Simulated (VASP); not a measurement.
Set up this calculation in VASP 6.6.1, as the native input.

```yaml
Task: single point
Functional: PBE
Potentials_or_basis: VASP PAW PBE potentials, release 64 (Y_sv, Pt, F)
Cutoff: 520 eV
k_mesh: 3 × 3 × 6
Occupations: gaussian, width 0.1 eV
Spin: no spin polarisation
Dipole_correction: no
Further_INCAR_settings: ALGO = Normal; EDIFF = 1e-06; NBANDS = 36
```

The structure of YPt3F2 lies in POSCAR:

```
YPt3F2
1.0
    4.9027122349     -0.0000000024      0.0000000000
   -2.4513561153      4.2458733441      0.0000000000
    0.0000000000      0.0000000000      5.4988184563
Y Pt F
1 3 2
Direct
    0.0000000000      0.0000000000      0.0000000000
    0.5000000000      0.0000000000      0.5000000000
    0.5000000000      0.5000000000      0.5000000000
    0.0000000000      0.5000000000      0.5000000000
    0.3333333333      0.6666666667      0.0000000000
    0.6666666667      0.3333333333      0.0000000000
```

The input as run:

INCAR

```
PREC = Accurate
ENCUT = 520
EDIFF = 1E-6
ISMEAR = 0
SIGMA = 0.1
LREAL = False
LASPH = True
NELM = 100
ALGO = Normal
ISIF = 2
LWAVE = False
LCHARG = True
GGA = PE
LELF = True
LVHAR = True
NBANDS = 36
```

KPOINTS

```
Automatic mesh
0
Gamma
  3 3 6
```

Potentials or basis: VASP PAW PBE potentials, release 64 (Y_sv, Pt, F).

Launch:

```console
$ cat potpaw_PBE.64/Y_sv/POTCAR potpaw_PBE.64/Pt/POTCAR potpaw_PBE.64/F/POTCAR > POTCAR
$ mpirun -np 1 vasp_std > vasp.out
```

Results of the run:

```yaml
Pressure: -0.4 GPa
```

Caveat: the k points lie up to 0.49 Å⁻¹ apart; an odd number of electrons without spin polarisation forces a metal; a magnetic or distorted state may lie lower.

It took 31 s on 1 thread of Intel(R) Xeon(R) 6975P-C (Granite Rapids), on a shared host, peak memory 0.25 GiB.
